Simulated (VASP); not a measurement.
A run of VASP 6.6.1 is set up as follows.

INCAR

```
SYSTEM = Si
PREC = Accurate ; ENCUT = 520
EDIFF = 1E-6 ; ISMEAR = -1
SIGMA = 0.08 ; LREAL = .False.
LASPH = .True. ; NELM = 100
ALGO = Normal ; ISIF = 2
LWAVE = .False. ; LCHARG = .False.
GGA = PS ; NBANDS = 16
```

File KPOINTS:

```
Automatic mesh
0
Gamma
  3 6 6
  0 0 0
```

The input POSCAR:

```
Si
1.0
    0.0000000000      5.4437023730      5.4437023730
    2.7218511865      0.0000000000      2.7218511865
    2.7218511865      2.7218511865      0.0000000000
Si
4
Direct
    0.3738569563      0.7231633418      0.7945864237
    0.8786543922      0.7560365571      0.7131528754
    0.2401714698      0.4859817490      0.5437791777
    0.7415891288      0.5265851811      0.4534731752
```

Potentials or basis: VASP PAW PBE potentials, release 64 (Si).

Run with:

```bash
$ cat potpaw_PBE.64/Si/POTCAR > POTCAR
$ mpirun -np 1 vasp_std > vasp.out
```

**Question.** Predict the pressure.

**Answer.** -0.6 GPa.

**Question.** What does it give for the largest force?

**Answer.** 1.221 eV/Å.

Stress tensor (GPa, compression positive):
```
-0.57 -0.31 -2.23
-0.31 -0.74  0.97
-2.23  0.97 -0.49
```

Caveat: the PAW data sets were made with another functional, which shifts forces and pressure a little.
